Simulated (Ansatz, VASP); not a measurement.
# As in VASP and in Ansatz

```
As
1.0
     2.93442    0.00000    0.00000
    -1.46721    2.54129    0.00000
     0.00000    0.00000    5.29528
As
2
Direct
  0.33333 0.66667 0.25000
  0.66667 0.33333 0.75000
```

Alike in both runs: task single point; functional BLYP; k mesh 14 × 14 × 7; occupations fermi-dirac, width 0.1 eV; no spin polarisation.

```csv
,VASP,Ansatz
version,VASP 6.6.1,Ansatz 0.2.0
potentials or method,"VASP PAW PBE potentials, release 64 (As), cutoff 520 eV","plane waves (420 eV) with PAW, scalar-relativistic"
valence electrons in the cell,10,30
```

Ansatz gave:

* pressure (GPa): 6.2
* traceless stress, the component that is largest in VASP (GPa): -1.15

Problem. Which values does VASP return?

Solution. Pressure (GPa): 6.5; traceless stress, the component that is largest in VASP (GPa): -1.21.

VASP's potentials were made for PBE, not for BLYP. With one functional, cell and mesh, what is left measures potentials, basis and numerics. VASP's potentials hold 10 valence electrons a cell and Ansatz's 30, so a difference there can come from the potentials and not from the codes.
